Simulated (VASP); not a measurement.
A run of VASP 6.6.1 is set up as follows.

The input POSCAR:

```
SiC
1.0
    3.1164783262      0.0000000000      0.0000000000
   -1.5582391631      2.6989494007      0.0000000000
    0.0000000000      0.0000000000      5.1144286705
Si C
2 2
Direct
    0.6666666667      0.3333333333      0.5000000000
    0.3333333333      0.6666666667      0.0000000000
    0.6666666667      0.3333333333      0.8850000000
    0.3333333333      0.6666666667      0.3850000000
```

INCAR.step1

```
ALGO = Normal
EDIFF = 1E-4
ENCUT = 520
GGA = PE
ISMEAR = -1
LASPH = T
LCHARG = F
LREAL = F
LWAVE = T
NBANDS = 16
NELM = 100
PREC = Accurate
SIGMA = 0.05
```

The input INCAR.step2:

```
ALGO = Normal
EDIFF = 1E-7
ENCUT = 520
ISIF = 2
ISMEAR = -1
ISTART = 1
LASPH = T
LCHARG = T
LELF = T
LMIXTAU = T
LREAL = F
LVHAR = T
LWAVE = F
METAGGA = R2SCAN
NBANDS = 16
NELM = 100
PREC = Accurate
SIGMA = 0.05
```

The input KPOINTS:

```
k-points
0
Gamma
  10 10 5
```

Potentials or basis: VASP PAW PBE potentials, release 64 (Si, C).

Command:

```bash
$ cat potpaw_PBE.64/Si/POTCAR potpaw_PBE.64/C/POTCAR > POTCAR
$ cp INCAR.step1 INCAR
$ mpirun -np 1 vasp_std > vasp.out
$ cp INCAR.step2 INCAR
$ mpirun -np 1 vasp_std > vasp.out
```

(1) Predict the largest force.

(2) Predict the pressure.

(3) Estimate the band gap on the k mesh.

## Answers

(1) 0.712 eV/Å.

(2) -8.3 GPa.

(3) 2.91 eV, indirect (least direct gap 4.49 eV).

Caveat: the PAW data sets were made with another functional, which shifts forces and pressure a little.
